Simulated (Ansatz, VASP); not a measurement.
## One calculation of HfO2, two programs

```
Hf O
1.0
     2.54881   -2.54881    0.00000
     2.54881    0.00000   -2.54881
     5.60737    4.58785    5.09761
Hf O
3 6
Direct
  0.85833 0.00000 0.70835
  0.25833 0.33333 0.37502
  0.65833 0.66667 0.04168
  0.60833 0.66667 0.29168
  0.80833 0.00000 0.95835
  0.20833 0.33333 0.62502
  0.50833 0.66667 0.79168
  0.90833 0.00000 0.45835
  0.30833 0.33333 0.12502
```

Alike in both runs: task single point; functional PBE; k mesh 7 × 7 × 3; occupations gaussian, width 0.05 eV; no spin polarisation.

```csv
,VASP,Ansatz
version,VASP 6.6.1,Ansatz 0.2.0
potentials or method,"VASP PAW PBE potentials, release 64 (Hf_pv, O), cutoff 520 eV","scalar-relativistic, plane waves, PAW"
valence electrons in the cell,66,114
```

Ansatz gave:

- gap on the k mesh at the Fermi level (eV): 3.47
- least direct gap on the mesh (eV): 3.80
- pressure (GPa): 14.5
- traceless stress, the component that is largest in VASP (GPa): -13.97
- rms of the force components (eV/Å): 3.406

What did VASP give for the same quantities?

gap on the k mesh at the Fermi level (eV): 3.47; least direct gap on the mesh (eV): 3.80; pressure (GPa): 11.3; traceless stress, the component that is largest in VASP (GPa): -14.20; rms of the force components (eV/Å): 3.456.

Atom by atom the forces differ by 0.056 eV/Å (rms over components). VASP's potentials hold 66 valence electrons a cell and Ansatz's 114, so a difference there can come from the potentials and not from the codes.

Spin-orbit coupling is off throughout.
